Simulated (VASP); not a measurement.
# C (Fd-3m) in VASP: further runs

C is run at these levels: r2SCAN; tasks: single point.

Program: VASP 6.6.1. These are calculated values, not measurements. Logs are shortened: lines on timing, memory, paths and dates and some standing lists are left out, and cuts for length are marked.

### 1 The cell of the first run

Symmetry: Fd-3m, No. 227, cubic system. Conventional cell: a = 3.560 Å, b = 3.560 Å, c = 3.560 Å, α = 90.00°, β = 90.00°, γ = 90.00°. C (site symmetry -43m) has 4 C at 1.54 Å within 2.1 Å.

### 2 Single point, r2SCAN

The input, POSCAR:

```
C
1.0
    0.0000000000     -1.7801417077     -1.7801417077
   -1.7801417077      0.0000000000     -1.7801417077
    1.7801417077      1.7801417077     -3.5602834153
C
4
Direct
    0.7500000000      0.7500000000      0.7500000000
    0.2500000000      0.2500000000      0.2500000000
    0.3750000000      0.3750000000      0.8750000000
    0.8750000000      0.8750000000      0.3750000000
```

The input, INCAR.step1:

```
SYSTEM = C
PREC = Accurate
ENCUT = 520
ISMEAR = 0
SIGMA = 0.05
LREAL = .FALSE.
LASPH = .TRUE.
NELM = 80
ISYM = 0
NBANDS = 16
GGA = PE
ALGO = Normal
EDIFF = 1E-4
LWAVE = .TRUE.
LCHARG = .FALSE.
```

The input, INCAR.step2:

```
SYSTEM = C
PREC = Accurate
ENCUT = 520
EDIFF = 1E-6
ISMEAR = 0
SIGMA = 0.05
LREAL = .FALSE.
LASPH = .TRUE.
NELM = 80
ALGO = Normal
ISIF = 2
LWAVE = .FALSE.
LCHARG = .FALSE.
METAGGA = R2SCAN
LMIXTAU = .TRUE.
ISYM = 0
NBANDS = 16
ISTART = 1
```

The input, KPOINTS:

```
regular mesh
0
G
  12 12 10
  0 0 0
```

Potentials or basis: VASP PAW PBE potentials, release 64 (C).

Command:

```
$ cat potpaw_PBE.64/C/POTCAR > POTCAR
$ cp INCAR.step1 INCAR
$ mpirun -np 1 vasp_std > vasp.out
$ cp INCAR.step2 INCAR
$ mpirun -np 1 vasp_std > vasp.out
```

OUTCAR:

```text
SYSTEM = C
   PREC = Accurate
   ENCUT = 520
   EDIFF = 1E-6
   ISMEAR = 0
   LREAL = .FALSE.
   LASPH = .TRUE.
   NELM = 80
   ISIF = 2
   METAGGA = R2SCAN
   ISYM = 0
   ISTART = 1

 ion  position               nearest neighbor table
   1  0.750  0.750  0.750-   4 1.54   3 1.54   3 1.54   3 1.54
   2  0.250  0.250  0.250-   3 1.54   4 1.54   4 1.54   4 1.54
   3  0.375  0.375  0.875-   2 1.54   1 1.54   1 1.54   1 1.54
   4  0.875  0.875  0.375-   1 1.54   2 1.54   2 1.54   2 1.54

IMPORTANT INFORMATION: All symmetrisations will be switched off!
NOSYMM: (Re-)initialisation of all symmetry stuff for point group C_1.

----------------------------------------------------------------------------------------

                                     Primitive cell

  volume of cell :      22.5644

  direct lattice vectors                    reciprocal lattice vectors
     0.000000000 -1.780141708 -1.780141708     0.140438258 -0.421314773 -0.140438258
    -1.780141708  0.000000000 -1.780141708    -0.421314773  0.140438258 -0.140438258
     1.780141708  1.780141708 -3.560283415     0.140438258  0.140438258 -0.140438258

  length of vectors
     2.517500546  2.517500546  4.360438854     0.465781007  0.465781007  0.243246198

  position of ions in fractional coordinates (direct lattice)
     0.750000000  0.750000000  0.750000000
     0.250000000  0.250000000  0.250000000
     0.375000000  0.375000000  0.875000000
     0.875000000  0.875000000  0.375000000

  ion indices of the primitive-cell ions
   primitive index   ion index
                 1           1
                 2           2
                 3           3
                 4           4

----------------------------------------------------------------------------------------

 KPOINTS: regular mesh

Automatic generation of k-mesh.
 Grid dimensions read from file:
 generate k-points for:   12   12   10

 Generating k-lattice:

  Cartesian coordinates                     Fractional coordinates (reciprocal lattice)
     0.011703188 -0.035109564 -0.011703188     0.083333333  0.000000000  0.000000000
    -0.035109564  0.011703188 -0.011703188     0.000000000  0.083333333  0.000000000
     0.014043826  0.014043826 -0.014043826     0.000000000  0.000000000  0.100000000

  Length of vectors
     0.038815084  0.038815084  0.024324620

  Shift w.r.t. Gamma in fractional coordinates (k-lattice)
     0.000000000  0.000000000  0.000000000

 -----------------------------------------------------------------------------
|                                                                             |
|           W    W    AA    RRRRR   N    N  II  N    N   GGGG   !!!           |
|           W    W   A  A   R    R  NN   N  II  NN   N  G    G  !!!           |
|           W    W  A    A  R    R  N N  N  II  N N  N  G       !!!           |
|           W WW W  AAAAAA  RRRRR   N  N N  II  N  N N  G  GGG   !            |
|           WW  WW  A    A  R   R   N   NN  II  N   NN  G    G                |
|           W    W  A    A  R    R  N    N  II  N    N   GGGG   !!!           |
|                                                                             |
|     Your reciprocal lattice and k-lattice belong to different lattice       |
|     classes:                                                                |
|                                                                             |
|        The reciprocal lattice is rhombohedral (trigonal),                   |
|        whereas your k-lattice is base-centered monoclinic.                  |
|                                                                             |
|     Results are often still useful ...                                      |
|                                                                             |
 -----------------------------------------------------------------------------

 WARNING: IBZKPT: internal override: KBLOWUP is changed to .FALSE.
      ... skipping the blow-up phase ...

 Subroutine IBZKPT returns following result:
 ===========================================

 Found    724 irreducible k-points:

 Following reciprocal coordinates:
            Coordinates               Weight
  0.000000  0.000000  0.000000      1.000000
  0.083333  0.000000  0.000000      2.000000
  0.166667  0.000000 -0.000000      2.000000
  0.250000  0.000000  0.000000      2.000000
  0.333333  0.000000 -0.000000      2.000000
  0.416667  0.000000  0.000000      2.000000
[... 16 lines left out ...]
  0.250000  0.166667 -0.000000      2.000000
  0.333333  0.166667 -0.000000      2.000000
 [... further k-points ...]
   k-points           NKPTS =    724   k-points in BZ     NKDIM =    724   number of bands    NBANDS=     16
   number of dos      NEDOS =    301   number of ions     NIONS =      4
   total plane-waves  NPLWV =  12800
   dimension x,y,z NGX =    20 NGY =   20 NGZ =   32
   dimension x,y,z NGXF=    40 NGYF=   40 NGZF=   64
   ions per type =               4
   NGX,Y,Z   is equivalent  to a cutoff of  13.21, 13.21, 12.20 a.u.
   NGXF,Y,Z  is equivalent  to a cutoff of  26.41, 26.41, 24.40 a.u.
 SYSTEM =  C
   PREC   = accura    normal or accurate (medium, high low for compatibility)
   ISTART =      1    job   : 0-new  1-cont  2-samecut
   ICHARG =      0    charge: 1-file 2-atom 10-const
   ISPIN  =      1    spin polarized calculation?
   LNONCOLLINEAR =      F non collinear calculations
   LSORBIT =      F    spin-orbit coupling
   LASPH  =      T    aspherical Exc in radial PAW
   ENCUT  =  520.0 eV  38.22 Ry    6.18 a.u.   4.68  4.68  8.11*2*pi/ulx,y,z
   NELM   =     80;   NELMIN=  2; NELMDL=  0     # of ELM steps
   EDIFF  = 0.1E-05   stopping-criterion for ELM
   LREAL  =      F    real-space projection
   EDIFFG = 0.1E-04   stopping-criterion for IOM
   NSW    =      0    number of steps for IOM
   IBRION =     -1    ionic relax: 0-MD 1-quasi-New 2-CG
   NFREE  =      0    steps in history (QN), initial steepest desc. (CG)
   ISIF   =      2    stress and relaxation
   ISYM   =      0    0-nonsym 1-usesym 2-fastsym
   POTIM  = 0.5000    time-step for ionic-motion
   TEBEG  =    0.0;   TEEND  =   0.0 temperature during run
   PSTRESS=    0.0 pullay stress
   NELECT =      16.0000    total number of electrons
   NUPDOWN=      -1.0000    fix difference up-down
   EMIN   =  10.00;   EMAX   =-10.00  energy-range for DOS
   EFERMI =   0.00;   METHOD = LEGACY
   ISMEAR =     0;   SIGMA  =   0.05  broadening in eV -4-tet -1-fermi 0-gaus
   EFERMI_NEDOS =   21; number of points for ismear=-14 and -15
   IALGO  =     38    algorithm
   IMIX   =      4    mixing-type and parameters
     AMIX     =   0.40;   BMIX     =  1.00
     AMIX_MAG =   1.60;   BMIX_MAG =  1.00
  volume/ion in A,a.u.               =       5.64        38.07
  Fermi-wavevector in a.u.,A,eV,Ry     =   1.459846  2.758708 28.996044  2.131149
  Thomas-Fermi vector in A             =   2.576365
   LORBIT       =      0    0 simple, 1 ext, 2 COOP (PROOUT), +10 PAW based schemes
   METAGGA = R2SCAN    functional components
   LHFCALC =     F    Hartree Fock is set to
   AEXX    =    0.0000 exact exchange contribution
   IVDW    =     0    specifies the selected vdW correction
   LEPSILON=     F    determine dielectric tensor
   LRPA    =     F    only Hartree local field effects (RPA)
 non-spin polarized calculation
 Gauss-broadening in eV      SIGMA  =   0.05
  energy-cutoff  :      520.00
  volume of cell :       22.56
 maximum number of plane-waves:       624
   NGX =  9   NGY =  9   NGZ = 17

 number of electron      16.0000000 magnetization

 Free energy of the ion-electron system (eV)
  ---------------------------------------------------
  ext. energy  EPLUGINS =         0.00000000
  ---------------------------------------------------
  free energy    TOTEN  =       -39.31442709 eV

  energy without entropy =      -39.31442709  energy(sigma->0) =      -39.31442709

 E-fermi :  10.0808     XC(G=0): -14.2877

 val. band max:        9.7926713339   @ k =   0.0000   0.0000   0.0000
 cond. band min:      14.1600202542   @ k =  -0.3333  -0.3333   0.3000
 fundamental gap:      4.3673489203
 Fermi energy:        10.0808311968

 k-point     1 :       0.0000    0.0000    0.0000
  band No.  band energies     occupation
      1     -12.9784      2.00000
      2      -6.9995      2.00000
      3      -4.3128      2.00000
      4       6.8010      2.00000
      5       6.8010      2.00000
      6       9.7927      2.00000
[... 8 lines left out ...]
     15      23.7412      0.00000
     16      26.5428      0.00000

 k-point     2 :       0.0833    0.0000    0.0000
  band No.  band energies     occupation
      1     -12.7934      2.00000
      2      -6.8901      2.00000
      3      -4.0915      2.00000
      4       5.9604      2.00000
      5       6.5541      2.00000
      6       8.7842      2.00000
[... 8 lines left out ...]
     15      23.8975      0.00000
     16      26.5258      0.00000

 k-point     3 :       0.1667    0.0000   -0.0000
  band No.  band energies     occupation
      1     -12.2407      2.00000
      2      -6.5512      2.00000
      3      -3.4547      2.00000
      4       3.9520      2.00000
      5       5.9661      2.00000
      6       6.6855      2.00000
[... 8 lines left out ...]
     15      24.0175      0.00000
     16      26.2473      0.00000

 k-point     4 :       0.2500    0.0000    0.0000
  band No.  band energies     occupation
      1     -11.3267      2.00000
      2      -5.9745      2.00000
      3      -2.5012      2.00000
      4       1.5691      2.00000
      5       4.3488      2.00000
      6       5.3146      2.00000
[... 8 lines left out ...]
     15      23.8165      0.00000
     16      25.5189      0.00000
[... 324 lines left out ...]
 k-point    22 :       0.1667    0.1667   -0.0000
  band No.  band energies     occupation
      1     -12.1742      2.00000
      2      -6.9803      2.00000
      3      -2.9346      2.00000
      4       4.4643      2.00000
      5       5.5653      2.00000
      6       5.7682      2.00000
[... 8 lines left out ...]
     15      24.5161      0.00000
     16      24.9729      0.00000

 k-point    23 :       0.2500    0.1667   -0.0000
  band No.  band energies     occupation
      1     -11.5925      2.00000
      2      -6.7507      2.00000
      3      -2.2027      2.00000
      4       3.2035      2.00000
      5       4.3082      2.00000
      6       4.7949      2.00000
[... 8 lines left out ...]
     15      24.2456      0.00000
     16      24.5263      0.00000

 k-point    24 :       0.3333    0.1667   -0.0000
  band No.  band energies     occupation
      1     -10.6537      2.00000
      2      -6.2255      2.00000
      3      -1.3414      2.00000
      4       1.5191      2.00000
      5       2.9729      2.00000
      6       3.8623      2.00000
[... 8 lines left out ...]
     15      23.5267      0.00000
     16      25.5238      0.00000

 [... further k-points ...]
[... 5 lines left out ...]
  --------------------------------------------------------------------------------------
  -------------------------------------------------------------------------------------
  Total        0.1518815      0.1518815      0.1520205     -0.0000311      0.0001384      0.0001384
  in kB       10.7842928     10.7842927     10.7941653     -0.0022056      0.0098278      0.0098281
  external PRESSURE =      10.7875836 kB  Pullay stress =       0.0000000 kB

 VOLUME and BASIS-vectors are now :
 -----------------------------------------------------------------------------
  energy-cutoff  :      520.00
  volume of cell :       22.56
      direct lattice vectors                 reciprocal lattice vectors
     0.000000000 -1.780141708 -1.780141708     0.140438258 -0.421314773 -0.140438258
    -1.780141708  0.000000000 -1.780141708    -0.421314773  0.140438258 -0.140438258
     1.780141708  1.780141708 -3.560283415     0.140438258  0.140438258 -0.140438258

 POSITION                                       TOTAL-FORCE (eV/Angst)
 -----------------------------------------------------------------------------------
      0.00000      0.00000     -5.34043         0.000035      0.000035     -0.000079
      0.00000      0.00000     -1.78014         0.000035      0.000035     -0.000079
      0.89007      0.89007     -4.45035        -0.000035     -0.000035      0.000079
     -0.89007     -0.89007     -4.45035        -0.000035     -0.000035      0.000079
 -----------------------------------------------------------------------------------
    total drift:                               -0.000000      0.000000     -0.000000

  FREE ENERGIE OF THE ION-ELECTRON SYSTEM (eV)
  ---------------------------------------------------
  free  energy   TOTEN  =       -39.3144270858 eV

  energy  without entropy=      -39.3144270858  energy(sigma->0) =      -39.31442709
```

It took 9.2 min on 1 thread of Intel Xeon Platinum 8488C (Sapphire Rapids), shared host; peak memory 0.28 GiB.

Results:

| Property | Result |
| --- | --- |
| Free energy | -39.3144 eV |
| Pressure | 1.1 GPa |
| Band gap on the k mesh | 4.37 eV |

Caveat: the PAW data sets were made with another functional, which shifts forces and pressure a little. A k mesh can miss the band edges.

### 3 Single point, r2SCAN

This run uses another cell than the first one: it holds 2 atoms, not 4.

The input, POSCAR:

```
C
1.0
    0.0000000000      1.7834000000      1.7834000000
    1.7834000000      0.0000000000      1.7834000000
    1.7834000000      1.7834000000      0.0000000000
C
2
Direct
    0.5000000000      0.5000000000      0.5000000000
    0.7500000000      0.7500000000      0.7500000000
```

The input, INCAR.step1:

```
SYSTEM = C
  PREC = Accurate
  ENCUT = 660
  ISMEAR = 0
  SIGMA = 0.1
  LREAL = .FALSE.
  LASPH = .TRUE.
  NELM = 120
  NBANDS = 11
  GGA = PE
  ALGO = Normal
  EDIFF = 1E-5
  LWAVE = .TRUE.
  LCHARG = .FALSE.
  GGA_COMPAT = .FALSE.
```

The input, INCAR.step2:

```
SYSTEM = C
  PREC = Accurate
  ENCUT = 660
  EDIFF = 1E-6
  ISMEAR = 0
  SIGMA = 0.1
  LREAL = .FALSE.
  LASPH = .TRUE.
  NELM = 120
  ALGO = Normal
  ISIF = 2
  LWAVE = .FALSE.
  LCHARG = .FALSE.
  METAGGA = R2SCAN
  LMIXTAU = .TRUE.
  NBANDS = 11
  ISTART = 1
  GGA_COMPAT = .FALSE.
```

The input, KPOINTS:

```
regular mesh
0
G
  8 8 8
  0 0 0
```

Potentials or basis: VASP PAW PBE potentials, release 64 (C).

Command:

```
$ cat potpaw_PBE.64/C/POTCAR > POTCAR
$ cp INCAR.step1 INCAR
$ mpirun -np 1 vasp_std > vasp.out
$ cp INCAR.step2 INCAR
$ mpirun -np 1 vasp_std > vasp.out
```

Run time: 13 s. Hardware: 1 thread of Intel Xeon Platinum 8559C (Emerald Rapids), shared host; peak memory 0.13 GiB.

The run converged. Its results:

```yaml
Free_energy: -19.6682 eV
Pressure: -2.3 GPa
Band_gap_on_the_k_mesh: 4.33 eV, indirect (least direct gap 5.84 eV)
```

Levels at points of the mesh, in eV from the valence-band top:
```tsv
k point	band 2	band 3	band 4	band 5	band 6	band 7
(0.00, 0.00, 0.00)	0.00	0.00	0.00	5.84	5.84	5.84
(0.50, 0.00, 0.00)	-14.04	-2.98	-2.98	8.88	8.88	9.13
(0.50, 0.50, 0.00)	-13.59	-6.66	-6.66	5.00	5.00	17.87
```

Caveat: the PAW data sets were made with another functional, which shifts forces and pressure a little. r2SCAN opens gaps a little over a GGA but as a rule still falls short of measured ones.

### 4 Single point, r2SCAN

This run uses another cell than the first one: it holds 2 atoms, not 4.

The input, POSCAR:

```
C
1.0
    0.0000000000      1.7801417077      1.7801417077
    1.7801417077      0.0000000000      1.7801417077
    1.7801417077      1.7801417077      0.0000000000
C
2
Direct
    0.5000000000      0.5000000000      0.5000000000
    0.7500000000      0.7500000000      0.7500000000
```

The input, INCAR.step1:

```
  ALGO = Normal
  EDIFF = 1E-5
  ENCUT = 910
  GGA = PE
  GGA_COMPAT = False
  ISMEAR = 0
  LASPH = True
  LCHARG = False
  LREAL = False
  LWAVE = True
  NBANDS = 11
  NELM = 120
  PREC = Accurate
  SIGMA = 0.05
```

The input, INCAR.step2:

```
  ALGO = Normal
  EDIFF = 1E-6
  ENCUT = 910
  GGA_COMPAT = False
  ISIF = 2
  ISMEAR = 0
  ISTART = 1
  LASPH = True
  LCHARG = True
  LELF = True
  LMIXTAU = True
  LREAL = False
  LVHAR = True
  LWAVE = False
  METAGGA = R2SCAN
  NBANDS = 11
  NELM = 120
  PREC = Accurate
  SIGMA = 0.05
```

The input, KPOINTS:

```
k-points
0
Gamma
  12 12 12
```

Potentials or basis: VASP PAW PBE potentials, release 64 (C_h).

Command:

```
$ cat potpaw_PBE.64/C_h/POTCAR > POTCAR
$ cp INCAR.step1 INCAR
$ mpirun -np 1 vasp_std > vasp.out
$ cp INCAR.step2 INCAR
$ mpirun -np 1 vasp_std > vasp.out
```

Run time: 94 s. Hardware: 1 thread of AMD EPYC 7R43 (Zen 3), shared host; peak memory 0.12 GiB.

Results (log left out):

* Free energy: -19.7195 eV
* Pressure: -0.8 GPa
* Band gap on the k mesh: 4.39 eV, indirect (least direct gap 5.89 eV)

Levels at points of the mesh, in eV from the valence-band top:
| k point | band 1 | band 2 | band 3 | band 4 | band 5 | band 6 | band 7 | band 8 | band 9 |
| --- | --- | --- | --- | --- | --- | --- | --- | --- | --- |
| (0.00, 0.00, 0.00) | -22.74 | 0.00 | 0.00 | 0.00 | 5.89 | 5.89 | 5.89 | 13.98 | 20.47 |
| (0.50, 0.00, 0.00) | -16.77 | -14.08 | -2.98 | -2.98 | 8.94 | 8.94 | 9.23 | 16.78 | 23.29 |
| (0.50, 0.50, 0.00) | -13.60 | -13.60 | -6.67 | -6.67 | 5.04 | 5.04 | 18.00 | 18.00 | 24.73 |

Caveat: the cutoff is under 1.25 times the usual one of these potentials, so pressure, stress and relaxed cells hold a basis-set (Pulay) error; the PAW data sets were made with another functional, which shifts forces and pressure a little.

### 5 Single point, r2SCAN

This run uses another cell than the first one: it holds 2 atoms, not 4.

The input, POSCAR:

```
C
1.0
    0.0000000000      1.7801417069      1.7801417069
    1.7801417069      0.0000000000      1.7801417069
    1.7801417069      1.7801417069      0.0000000000
C
2
Direct
    0.5000000000      0.5000000000      0.5000000000
    0.7500000000      0.7500000000      0.7500000000
```

The input, INCAR.step1:

```
SYSTEM = C
  PREC = Accurate
  ENCUT = 520
  ISMEAR = 0
  SIGMA = 0.05
  LREAL = .FALSE.
  LASPH = .TRUE.
  NELM = 100
  NBANDS = 11
  GGA = PE
  ALGO = Normal
  EDIFF = 1E-4
  LWAVE = .TRUE.
  LCHARG = .FALSE.
```

The input, INCAR.step2:

```
SYSTEM = C
  PREC = Accurate
  ENCUT = 520
  EDIFF = 1E-6
  ISMEAR = 0
  SIGMA = 0.05
  LREAL = .FALSE.
  LASPH = .TRUE.
  NELM = 100
  ALGO = Normal
  ISIF = 2
  LWAVE = .FALSE.
  LCHARG = .FALSE.
  METAGGA = R2SCAN
  LMIXTAU = .TRUE.
  NBANDS = 11
  ISTART = 1
```

The input, KPOINTS:

```
regular mesh
0
G
  12 12 12
  0 0 0
```

Potentials or basis: VASP PAW PBE potentials, release 64 (C).

Command:

```
$ cat potpaw_PBE.64/C/POTCAR > POTCAR
$ cp INCAR.step1 INCAR
$ mpirun -np 1 vasp_std > vasp.out
$ cp INCAR.step2 INCAR
$ mpirun -np 1 vasp_std > vasp.out
```

Wall time 26 s (1 thread of Intel Xeon Platinum 8488C (Sapphire Rapids), shared host); peak memory 0.12 GiB.

It converged, with:

```
Free energy            : -19.6572 eV
Pressure               : 1.1 GPa
Band gap on the k mesh : 4.36 eV, indirect (least direct gap 5.85 eV)
```

Levels at points of the mesh, in eV from the valence-band top:
```csv
k point,band 2,band 3,band 4,band 5,band 6,band 7
"(0.00, 0.00, 0.00)",0.00,0.00,0.00,5.85,5.85,5.85
"(0.50, 0.00, 0.00)",-14.11,-2.99,-2.99,8.90,8.90,9.20
"(0.50, 0.50, 0.00)",-13.63,-6.69,-6.69,5.01,5.01,17.96
```

Caveat: the PAW data sets were made with another functional, which shifts forces and pressure a little.

### 6 Summary

```tsv
potentials or basis	cell	k mesh	cutoff (eV)	smearing	second run	gap on the mesh (eV)	pressure (GPa)
VASP PAW PBE potentials, release 64 (C)	a = 2.518, b = 2.518, c = 4.360 Å, angles 73.2, 73.2, 60.0°, 4 atoms	12 × 12 × 10	520	gaussian 0.05 eV	-	4.37	1.1
VASP PAW PBE potentials, release 64 (C)	a = 2.522 Å, angles 60.0°, 2 atoms	8 × 8 × 8	660	gaussian 0.1 eV	-	4.33	-2.3
VASP PAW PBE potentials, release 64 (C_h)	a = 2.518 Å, angles 60.0°, 2 atoms	12 × 12 × 12	910	gaussian 0.05 eV	hard_potentials	4.39	-0.8
VASP PAW PBE potentials, release 64 (C)	a = 2.518 Å, angles 60.0°, 2 atoms	12 × 12 × 12	520	gaussian 0.05 eV	-	4.36	1.1
```

Alike in all rows: task single point; level r2SCAN; no spin polarisation.

Caveats: the PAW data sets were made with another functional, which shifts forces and pressure a little; the cutoff is under 1.25 times the usual one of these potentials, so pressure, stress and relaxed cells hold a basis-set (Pulay) error (some runs).

Absolute energies hang on the potentials; compare differences alone.
